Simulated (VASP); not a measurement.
# Ga4SbAs (F-43m) in VASP: further runs

Runs on Ga4SbAs. Level: PBE. Tasks: single point, relaxation of cell and atoms.

All numbers are computed with VASP 6.6.1; they aren't measurements. Logs are shortened: lines on timing, memory, paths and dates and some standing lists are left out, and cuts for length are marked.

## (1) The cell of the first run

The structure is cubic, space group F-43m (No. 216). Conventional cell: a = 7.829 Å, b = 7.829 Å, c = 7.829 Å, α = 90.00°, β = 90.00°, γ = 90.00°. Ga (site symmetry 3m) has 6 Ga at 2.75 to 2.79 Å and 3 As at 3.24 Å and 3 Sb at 3.25 Å within 3.6 Å. Within 4.3 Å of Sb (site symmetry -43m) lie 12 Ga at 3.25 Å and 4 As at 3.39 Å. As (site symmetry -43m) has 12 Ga at 3.24 Å and 4 Sb at 3.39 Å within 4.3 Å.

The cell was built from a structure type or drawn by symmetry, and may not be a known phase.

## (2) Single point, PBE

The input, INCAR:

```
SYSTEM = Ga4SbAs
  PREC = Accurate
  ENCUT = 520
  EDIFF = 1E-6
  ISMEAR = 0
  SIGMA = 0.1
  LREAL = .FALSE.
  LASPH = .TRUE.
  NELM = 100
  ALGO = Normal
  ISIF = 2
  LWAVE = .FALSE.
  LCHARG = .FALSE.
  GGA = PE
  NBANDS = 40
```

The input, KPOINTS:

```
Automatic mesh
0
G
  4 4 4
  0 0 0
```

The input, POSCAR:

```
Ga4SbAs
1.0
    0.0000000000      3.9142658800      3.9142658800
    3.9142658800      0.0000000000      3.9142658800
    3.9142658800      3.9142658800      0.0000000000
Ga Sb As
4 1 1
Direct
    0.1226123000      0.6257959000      0.6257959000
    0.6257959000      0.1226123000      0.6257959000
    0.6257959000      0.6257959000      0.1226123000
    0.6257959000      0.6257959000      0.6257959000
    0.2500000000      0.2500000000      0.2500000000
    0.0000000000      0.0000000000      0.0000000000
```

Potentials or basis: VASP PAW PBE potentials, release 64 (Ga_d, Sb, As).

Command:

```console
$ cat potpaw_PBE.64/Ga_d/POTCAR potpaw_PBE.64/Sb/POTCAR potpaw_PBE.64/As/POTCAR > POTCAR
$ mpirun -np 1 vasp_std > vasp.out
```

OUTCAR:

```text
SYSTEM = Ga4SbAs
   PREC = Accurate
   ENCUT = 520
   EDIFF = 1E-6
   ISMEAR = 0
   LREAL = .FALSE.
   LASPH = .TRUE.
   NELM = 100
   ISIF = 2
   GGA = PE

 ion  position               nearest neighbor table
   1  0.123  0.626  0.626-   2 2.75   3 2.75   4 2.75   4 2.79   3 2.79   2 2.79   5 3.25   5 3.25
                             5 3.25
   2  0.626  0.123  0.626-   1 2.75   3 2.75   4 2.75   3 2.79   4 2.79   1 2.79   5 3.25   5 3.25
                             5 3.25
   3  0.626  0.626  0.123-   1 2.75   2 2.75   4 2.75   4 2.79   2 2.79   1 2.79   5 3.25   5 3.25
                             5 3.25
   4  0.626  0.626  0.626-   1 2.75   2 2.75   3 2.75   3 2.79   2 2.79   1 2.79   5 3.25   5 3.25
                             5 3.25
   5  0.250  0.250  0.250-   1 3.25   2 3.25   3 3.25   1 3.25   2 3.25   4 3.25   1 3.25   3 3.25
                             4 3.25   2 3.25   3 3.25   4 3.25
   6  0.000  0.000  0.000-

  LATTYP: Found a face centered cubic cell.
 ALAT       =     7.8285317600

  Lattice vectors:

 A1 = (   0.0000000000,   3.9142658800,   3.9142658800)
 A2 = (   3.9142658800,   0.0000000000,   3.9142658800)
 A3 = (   3.9142658800,   3.9142658800,   0.0000000000)

Analysis of symmetry for initial positions (statically):
=====================================================================
 Subroutine PRICEL returns:
 Original cell was already a primitive cell.

 Routine SETGRP: Setting up the symmetry group for a
 face centered cubic supercell.

 Subroutine GETGRP returns: Found 24 space group operations
 (whereof 24 operations were pure point group operations)
 out of a pool of 48 trial point group operations.

The static configuration has the point symmetry T_d .

Analysis of symmetry for dynamics (positions and initial velocities):
=====================================================================
 Subroutine PRICEL returns:
 Original cell was already a primitive cell.

 Routine SETGRP: Setting up the symmetry group for a
 face centered cubic supercell.

 Subroutine GETGRP returns: Found 24 space group operations
 (whereof 24 operations were pure point group operations)
 out of a pool of 48 trial point group operations.

The dynamic configuration has the point symmetry T_d .

 Subroutine INISYM returns: Found 24 space group operations
 (whereof 24 operations are pure point group operations),
 and found     1 'primitive' translations

----------------------------------------------------------------------------------------

                                     Primitive cell

  volume of cell :     119.9447

  direct lattice vectors                    reciprocal lattice vectors
     0.000000000  3.914265880  3.914265880    -0.127737874  0.127737874  0.127737874
     3.914265880  0.000000000  3.914265880     0.127737874 -0.127737874  0.127737874
     3.914265880  3.914265880  0.000000000     0.127737874  0.127737874 -0.127737874

  length of vectors
     5.535607894  5.535607894  5.535607894     0.221248487  0.221248487  0.221248487

  position of ions in fractional coordinates (direct lattice)
     0.122612300  0.625795900  0.625795900
     0.625795900  0.122612300  0.625795900
     0.625795900  0.625795900  0.122612300
     0.625795900  0.625795900  0.625795900
     0.250000000  0.250000000  0.250000000
     0.000000000  0.000000000  0.000000000

  ion indices of the primitive-cell ions
   primitive index   ion index
                 1           1
                 2           2
                 3           3
                 4           4
                 5           5
                 6           6

----------------------------------------------------------------------------------------

 KPOINTS: Automatic mesh

Automatic generation of k-mesh.
 Grid dimensions read from file:
 generate k-points for:    4    4    4

 Generating k-lattice:

  Cartesian coordinates                     Fractional coordinates (reciprocal lattice)
    -0.031934468  0.031934468  0.031934468     0.250000000  0.000000000  0.000000000
     0.031934468 -0.031934468  0.031934468     0.000000000  0.250000000  0.000000000
     0.031934468  0.031934468 -0.031934468     0.000000000  0.000000000  0.250000000

  Length of vectors
     0.055312122  0.055312122  0.055312122

  Shift w.r.t. Gamma in fractional coordinates (k-lattice)
     0.000000000  0.000000000  0.000000000

 Subroutine IBZKPT returns following result:
 ===========================================

 Found      8 irreducible k-points:

 Following reciprocal coordinates:
            Coordinates               Weight
  0.000000  0.000000  0.000000      1.000000
  0.250000  0.000000  0.000000      8.000000
  0.500000  0.000000  0.000000      4.000000
  0.250000  0.250000  0.000000      6.000000
  0.500000  0.250000  0.000000     24.000000
 -0.250000  0.250000  0.000000     12.000000
  0.500000  0.500000  0.000000      3.000000
 -0.250000  0.500000  0.250000      6.000000
   k-points           NKPTS =      8   k-points in BZ     NKDIM =      8   number of bands    NBANDS=     40
   number of dos      NEDOS =    301   number of ions     NIONS =      6
   total plane-waves  NPLWV =  74088
   dimension x,y,z NGX =    42 NGY =   42 NGZ =   42
   dimension x,y,z NGXF=    84 NGYF=   84 NGZF=   84
   ions per type =               4   1   1
   NGX,Y,Z   is equivalent  to a cutoff of  12.61, 12.61, 12.61 a.u.
   NGXF,Y,Z  is equivalent  to a cutoff of  25.23, 25.23, 25.23 a.u.
 SYSTEM =  Ga4SbAs
   PREC   = accura    normal or accurate (medium, high low for compatibility)
   ISTART =      0    job   : 0-new  1-cont  2-samecut
   ICHARG =      2    charge: 1-file 2-atom 10-const
   ISPIN  =      1    spin polarized calculation?
   LNONCOLLINEAR =      F non collinear calculations
   LSORBIT =      F    spin-orbit coupling
   LASPH  =      T    aspherical Exc in radial PAW
   ENCUT  =  520.0 eV  38.22 Ry    6.18 a.u.  10.29 10.29 10.29*2*pi/ulx,y,z
   NELM   =    100;   NELMIN=  2; NELMDL= -5     # of ELM steps
   EDIFF  = 0.1E-05   stopping-criterion for ELM
   LREAL  =      F    real-space projection
   EDIFFG = 0.1E-04   stopping-criterion for IOM
   NSW    =      0    number of steps for IOM
   IBRION =     -1    ionic relax: 0-MD 1-quasi-New 2-CG
   NFREE  =      0    steps in history (QN), initial steepest desc. (CG)
   ISIF   =      2    stress and relaxation
   ISYM   =      2    0-nonsym 1-usesym 2-fastsym
   POTIM  = 0.5000    time-step for ionic-motion
   TEBEG  =    0.0;   TEEND  =   0.0 temperature during run
   PSTRESS=    0.0 pullay stress
   NELECT =      62.0000    total number of electrons
   NUPDOWN=      -1.0000    fix difference up-down
   EMIN   =  10.00;   EMAX   =-10.00  energy-range for DOS
   EFERMI =   0.00;   METHOD = LEGACY
   ISMEAR =     0;   SIGMA  =   0.10  broadening in eV -4-tet -1-fermi 0-gaus
   EFERMI_NEDOS =   21; number of points for ismear=-14 and -15
   IALGO  =     38    algorithm
   IMIX   =      4    mixing-type and parameters
     AMIX     =   0.40;   BMIX     =  1.00
     AMIX_MAG =   1.60;   BMIX_MAG =  1.00
  volume/ion in A,a.u.               =      19.99       134.90
  Fermi-wavevector in a.u.,A,eV,Ry     =   1.313848  2.482812 23.486325  1.726196
  Thomas-Fermi vector in A             =   2.444142
   LORBIT       =      0    0 simple, 1 ext, 2 COOP (PROOUT), +10 PAW based schemes
   GGA     = PE    functional components
   LHFCALC =     F    Hartree Fock is set to
   AEXX    =    0.0000 exact exchange contribution
   IVDW    =     0    specifies the selected vdW correction
   LEPSILON=     F    determine dielectric tensor
   LRPA    =     F    only Hartree local field effects (RPA)
 non-spin polarized calculation
 Gauss-broadening in eV      SIGMA  =   0.10
  energy-cutoff  :      520.00
  volume of cell :      119.94
 maximum number of plane-waves:      3250
 NGX is ok and might be reduce to    42
   NGX = 21   NGY = 21   NGZ = 21

 number of electron      61.9999987 magnetization

 Free energy of the ion-electron system (eV)
  ---------------------------------------------------
  ext. energy  EPLUGINS =         0.00000000
  ---------------------------------------------------
  free energy    TOTEN  =       -19.03394658 eV

  energy without entropy =      -19.00922386  energy(sigma->0) =      -19.02158522

 E-fermi :   6.5479     XC(G=0): -10.8596

 val. band max:        6.4822036740   @ k =   0.5000   0.0000   0.0000
 cond. band min:       6.5982070919   @ k =  -0.2500   0.5000   0.2500
 fundamental gap:      0.1160034179
 Fermi energy:         6.5478822870

 k-point     1 :       0.0000    0.0000    0.0000
  band No.  band energies     occupation
      1      -8.8540      2.00000
      2      -8.7001      2.00000
      3      -8.7001      2.00000
      4      -8.7001      2.00000
      5      -8.6764      2.00000
      6      -8.6764      2.00000
[... 32 lines left out ...]
     39      14.8550      0.00000
     40      14.8550      0.00000

 k-point     2 :       0.2500    0.0000    0.0000
  band No.  band energies     occupation
      1      -8.8061      2.00000
      2      -8.6844      2.00000
      3      -8.6807      2.00000
      4      -8.6807      2.00000
      5      -8.6311      2.00000
      6      -8.6311      2.00000
[... 32 lines left out ...]
     39      13.0282      0.00000
     40      13.0282      0.00000

 k-point     3 :       0.5000    0.0000    0.0000
  band No.  band energies     occupation
      1      -8.7615      2.00000
      2      -8.6728      2.00000
      3      -8.6728      2.00000
      4      -8.6302      2.00000
      5      -8.5588      2.00000
      6      -8.5277      2.00000
[... 165 lines left out ...]
  band No.  band energies     occupation
      1      -8.6857      2.00000
      2      -8.6811      2.00000
      3      -8.5881      2.00000
      4      -8.5687      2.00000
      5      -8.5683      2.00000
      6      -8.5683      2.00000
[... 32 lines left out ...]
     39      10.1116      0.00000
     40      10.1452      0.00000

 k-point     8 :      -0.2500    0.5000    0.2500
  band No.  band energies     occupation
      1      -8.6458      2.00000
      2      -8.6456      2.00000
      3      -8.6438      2.00000
      4      -8.6297      2.00000
      5      -8.5504      2.00000
      6      -8.5458      2.00000
[... 32 lines left out ...]
     39      11.5742      0.00000
     40      11.9830      0.00000

------------------------ aborting loop because EDIFF is reached ----------------------------------------

  FORCE on cell =-STRESS in cart. coord.  units (eV):
  Direction    XX          YY          ZZ          XY          YZ          ZX
  --------------------------------------------------------------------------------------
  -------------------------------------------------------------------------------------
  Total        1.9439863      1.9439863      1.9439863      0.0000000     -0.0000000      0.0000000
  in kB       25.9670622     25.9670622     25.9670622      0.0000000     -0.0000000      0.0000000
  external PRESSURE =      25.9670622 kB  Pullay stress =       0.0000000 kB

 VOLUME and BASIS-vectors are now :
 -----------------------------------------------------------------------------
  energy-cutoff  :      520.00
  volume of cell :      119.94
      direct lattice vectors                 reciprocal lattice vectors
     0.000000000  3.914265880  3.914265880    -0.127737874  0.127737874  0.127737874
     3.914265880  0.000000000  3.914265880     0.127737874 -0.127737874  0.127737874
     3.914265880  3.914265880  0.000000000     0.127737874  0.127737874 -0.127737874

 POSITION                                       TOTAL-FORCE (eV/Angst)
 -----------------------------------------------------------------------------------
      4.89906      2.92947      2.92947        -0.021742      0.021742      0.021742
      2.92947      4.89906      2.92947         0.021742     -0.021742      0.021742
      2.92947      2.92947      4.89906         0.021742      0.021742     -0.021742
      4.89906      4.89906      4.89906        -0.021742     -0.021742     -0.021742
      1.95713      1.95713      1.95713        -0.000000      0.000000      0.000000
      0.00000      0.00000      0.00000        -0.000000      0.000000      0.000000
 -----------------------------------------------------------------------------------
    total drift:                               -0.000001     -0.000001     -0.000002

  FREE ENERGIE OF THE ION-ELECTRON SYSTEM (eV)
  ---------------------------------------------------
  free  energy   TOTEN  =       -19.0339465761 eV

  energy  without entropy=      -19.0092238612  energy(sigma->0) =      -19.02158522
```

Run time: 20 s. Hardware: 1 thread of Intel Xeon 6975P-C (Granite Rapids), shared host; peak memory 0.26 GiB.

Results:

- Free energy: -19.0339 eV
- Pressure: 2.6 GPa
- Largest force: 0.038 eV/Å
- Band gap on the k mesh: zero (bands 31 and 32 overlap by 2.48 eV)

Forces on the atoms (eV/Å):
```
Ga  -0.022  0.022  0.022
Ga   0.022 -0.022  0.022
Ga   0.022  0.022 -0.022
Ga  -0.022 -0.022 -0.022
Sb   0.000  0.000  0.000
As   0.000  0.000  0.000
```

Levels at points of the mesh, in eV from the Fermi level:
```tsv
k point	band 28	band 29	band 30	band 31	band 32	band 33	band 34	band 35	band 36	band 37
(0.00, 0.00, 0.00)	-3.66	-3.66	-3.66	-1.91	-1.91	-1.91	-0.47	-0.47	4.33	4.33
(0.50, 0.00, 0.00)	-4.26	-2.00	-0.86	-0.07	-0.07	1.05	1.05	2.01	4.28	4.28
(0.50, 0.50, 0.00)	-0.87	-0.21	-0.21	0.58	0.58	1.29	1.84	2.07	2.16	2.94
```

Caveat: spin-orbit coupling is left out, which moves the levels of the heavy elements.

## (3) Single point, PBE

This run uses another cell than the first one, of 21.02 Å³/atom.

The input, INCAR:

```
SYSTEM = Ga4SbAs
ALGO = Fast ; EDIFF = 1E-6
ENCUT = 520 ; GGA = PE
ISIF = 2 ; ISMEAR = 0
LASPH = .TRUE. ; LCHARG = .FALSE.
LREAL = .FALSE. ; LWAVE = .FALSE.
NBANDS = 40 ; NELM = 80
PREC = Accurate ; SIGMA = 0.1
```

The input, KPOINTS:

```
k-points
0
G
  8 8 8
  0 0 0
```

The input, POSCAR:

```
Ga4SbAs
1.0
    0.0000000000      3.9801820285      3.9801820285
    3.9801820285      0.0000000000      3.9801820285
    3.9801820285      3.9801820285      0.0000000000
Ga Sb As
4 1 1
Direct
    0.1237297388      0.6254234204      0.6254234204
    0.6254234204      0.1237297388      0.6254234204
    0.6254234204      0.6254234204      0.1237297388
    0.6254234204      0.6254234204      0.6254234204
    0.2500000000      0.2500000000      0.2500000000
    0.0000000000      0.0000000000      0.0000000000
```

Potentials or basis: VASP PAW PBE potentials, release 64 (Ga_d, Sb, As).

Command:

```console
$ cat potpaw_PBE.64/Ga_d/POTCAR potpaw_PBE.64/Sb/POTCAR potpaw_PBE.64/As/POTCAR > POTCAR
$ mpirun -np 1 vasp_std > vasp.out
```

It took 76 s on 1 thread of Intel Xeon 6975P-C (Granite Rapids), shared host; peak memory 0.33 GiB.

Results (log left out):

```yaml
Free_energy: -19.1486 eV
Pressure: 0.0 GPa
Band_gap_on_the_k_mesh: zero (bands 31 and 32 overlap by 2.55 eV)
```

Levels at points of the mesh, in eV from the Fermi level:
```csv
k point,band 27,band 28,band 29,band 30,band 31,band 32,band 33,band 34,band 35,band 36
"(0.00, 0.00, 0.00)",-3.67,-3.39,-3.39,-3.39,-1.81,-1.81,-1.81,-0.28,-0.28,4.15
"(0.50, 0.00, 0.00)",-3.96,-3.96,-1.92,-0.79,-0.05,-0.05,1.15,1.15,1.93,4.19
"(0.50, 0.50, 0.00)",-1.27,-0.82,-0.28,-0.28,0.60,0.60,1.24,1.77,2.17,2.25
```

Caveat: spin-orbit coupling is left out, which moves the levels of the heavy elements.

## (4) Relaxation of cell and atoms, PBE

The input, INCAR:

```
SYSTEM = Ga4SbAs
PREC = Accurate
ENCUT = 600
EDIFF = 1E-7
ISMEAR = 0
SIGMA = 0.1
LREAL = .FALSE.
LASPH = .TRUE.
NELM = 100
ALGO = Fast
ISIF = 3
LWAVE = .FALSE.
LCHARG = .FALSE.
GGA = PE
IBRION = 2
NSW = 100
EDIFFG = -0.01
```

The input, KPOINTS:

```
Automatic mesh
0
G
  8 8 8
  0 0 0
```

The input, POSCAR:

```
Ga4SbAs
1.0
    0.0000000000      3.9142658800      3.9142658800
    3.9142658800      0.0000000000      3.9142658800
    3.9142658800      3.9142658800      0.0000000000
Ga Sb As
4 1 1
Direct
    0.1226123000      0.6257959000      0.6257959000
    0.6257959000      0.1226123000      0.6257959000
    0.6257959000      0.6257959000      0.1226123000
    0.6257959000      0.6257959000      0.6257959000
    0.2500000000      0.2500000000      0.2500000000
    0.0000000000      0.0000000000      0.0000000000
```

Command:

```console
$ cat potpaw_PBE.64/Ga_d/POTCAR potpaw_PBE.64/Sb/POTCAR potpaw_PBE.64/As/POTCAR > POTCAR
$ mpirun -np 1 vasp_std > vasp.out
```

Run time: 5.4 min. Hardware: 1 thread of Intel Xeon 6975P-C (Granite Rapids), shared host; peak memory 0.43 GiB.

It converged, with:

| Quantity | Value |
| --- | --- |
| Free energy | -19.1469 eV |
| Relaxed volume | 21.02 Å³/atom |
| Relaxed cell | a = 5.629 Å, b = 5.629 Å, c = 5.629 Å, α = 60.00°, β = 60.00°, γ = 60.00° |
| Space group after relaxing (to 0.1 Å) | F-43m (No. 216) |
| Energy gained by relaxing | 8.6 meV/atom |
| Ionic steps | 4 |
| Pressure after relaxing | 0.0 GPa |
| Largest force after relaxing | 0.006 eV/Å |
| Band gap on the k mesh | zero (bands 31 and 32 overlap by 2.55 eV) |

Forces on the atoms (eV/Å):
```
Ga  -0.004  0.004  0.004
Ga   0.004 -0.004  0.004
Ga   0.004  0.004 -0.004
Ga  -0.004 -0.004 -0.004
Sb   0.000  0.000  0.000
As   0.000  0.000  0.000
```

Step by step:
| step | energy change (eV) | largest force (eV/Å) | pressure (GPa) | volume (Å³) |
| --- | --- | --- | --- | --- |
| 1 | 0.0000 | 0.0776 | 2.74 | 119.94 |
| 2 | -0.0513 | 0.0164 | 0.05 | 125.99 |
| 3 | -0.0513 | 0.0153 | 0.00 | 126.12 |
| 4 | -0.0513 | 0.0062 | -0.02 | 126.11 |

Final structure:
```
Ga Sb As
1.0
     0.00000    3.98025    3.98025
     3.98025    0.00000    3.98025
     3.98025    3.98025    0.00000
Ga Sb As
4 1 1
Direct
  0.12362 0.62546 0.62546
  0.62546 0.12362 0.62546
  0.62546 0.62546 0.12362
  0.62546 0.62546 0.62546
  0.25000 0.25000 0.25000
  0.00000 0.00000 0.00000
```

Levels at points of the mesh, in eV from the Fermi level:
| k point | band 27 | band 28 | band 29 | band 30 | band 31 | band 32 | band 33 | band 34 | band 35 | band 36 |
| --- | --- | --- | --- | --- | --- | --- | --- | --- | --- | --- |
| (0.00, 0.00, 0.00) | -3.67 | -3.39 | -3.39 | -3.39 | -1.81 | -1.81 | -1.81 | -0.28 | -0.28 | 4.14 |
| (0.50, 0.00, 0.00) | -3.96 | -3.96 | -1.92 | -0.79 | -0.05 | -0.05 | 1.15 | 1.15 | 1.93 | 4.19 |
| (0.50, 0.50, 0.00) | -1.26 | -0.82 | -0.28 | -0.28 | 0.60 | 0.60 | 1.24 | 1.77 | 2.17 | 2.25 |

Caveat: spin-orbit coupling is left out, which moves the levels of the heavy elements.

## (5) Summary

```csv
task,cell,k mesh,cutoff (eV),gap on the mesh (eV),pressure (GPa),largest force (eV/Å)
single point,"a = 5.536 Å, angles 60.0°, 6 atoms",4 × 4 × 4,520,none,2.6,0.04
single point,"a = 5.629 Å, angles 60.0°, 6 atoms",8 × 8 × 8,520,none,0.0,-
relaxation of cell and atoms,"relaxed from a = 5.536 Å, angles 60.0°, 6 atoms",8 × 8 × 8,600,none,0.0,0.01
```

Alike in all rows: level PBE; potentials or basis VASP PAW PBE potentials, release 64 (Ga_d, Sb, As); no spin polarisation; smearing gaussian 0.1 eV.

Caveats: spin-orbit coupling is left out, which moves the levels of the heavy elements.

Total energies depend on the potentials used, so only differences within one code and one set of settings carry meaning.
